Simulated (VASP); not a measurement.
Runs of VASP 6.6.1 on AlNi. The structure is that of space group Pm-3m (No. 221), or close to it. The cells are those of the table. 

| task | level | potentials or basis | fixed moment (μB) | cell | k mesh | cutoff (eV) | smearing | grid for exact exchange (PRECFOCK) | share of exact exchange | screening parameter | gap on the mesh (eV) | pressure (GPa) | moment (μB) |
| --- | --- | --- | --- | --- | --- | --- | --- | --- | --- | --- | --- | --- | --- |
| single point | RPBE | VASP PAW PBE potentials, release 64 (Ni, Al) | - | a = 2.916 Å, 2 atoms | 9 × 9 × 9 | 520 | fermi-dirac 0.05 eV | - | - | - | none | (c) | 0.00 |
| single point | PBE0 | VASP PAW PBE potentials, release 64 (Ni, Al) | - | a = 2.862 Å, 2 atoms | 6 × 6 × 6 | 520 | fermi-dirac 0.05 eV | Normal | 0.25 | - | none | 0.6 | 0.10 |
| relaxation of cell and atoms | revPBE+D4 | VASP PAW PBE potentials, release 64 (Ni, Al) | - | relaxed from a = 2.881 Å, 2 atoms | 9 × 9 × 9 | 600 | fermi-dirac 0.05 eV | - | - | - | none | 0.0 | 0.00 |
| single point | PBEsol-based screened hybrid with 25 % exact exchange | VASP PAW PBE potentials, release 64 (Ni, Al) | - | a = 2.846 Å, 2 atoms | 5 × 5 × 5 | 520 | fermi-dirac 0.05 eV | Normal | 0.25 | 0.207 1/Å | none | 0.3 | (a) |
| single point | PBE | VASP PAW PBE potentials, release 64 (Ni_sv_GW, Al) | 1.5 | a = 2.881 Å, 2 atoms | 8 × 8 × 8 | 690 | fermi-dirac 0.05 eV | - | - | - | - | (b) | 1.50 |
| single point | PBE | VASP PAW PBE potentials, release 64 (Ni, Al) | - | a = 2.881 Å, 2 atoms | 9 × 9 × 9 | 520 | gaussian 0.025 eV | - | - | - | none | 1.9 | 0.00 |
| single point | PBEsol | VASP PAW PBE potentials, release 64 (Ni_sv_GW, Al) | 1.0 | a = 2.881 Å, 2 atoms | 8 × 8 × 8 | 690 | fermi-dirac 0.05 eV | - | - | - | - | -0.5 | 1.00 |
| vibrations by perturbation theory | PBEsol | VASP PAW PBE potentials, release 64 (Ni, Al) | - | a = 2.881 Å, 2 atoms | 7 × 7 × 7 | 520 | fermi-dirac 0.05 eV | - | - | - | - | - | 0.00 |

Alike in all rows: spin collinear, ferromagnetic start.

Q: Fill in the values left out.

A: (a) 0.44; (b) 12.5; (c) -0.1.

Caveats: some runs use coarse meshes; the PAW data sets were made with another functional, which shifts forces and pressure a little (at least some runs); the moments typed at the start vanished in this run (at least some runs); the total moment is fixed, so each spin has its own Fermi level and the state may be an excited one (at least some runs); the cell stands under pressure (at least some runs); the cell stands under pressure or tension, which shifts response properties (at least some runs).

A gap of «none» marks levels without a gap at the run's occupations.

The runs don't all hold the same shells in valence.
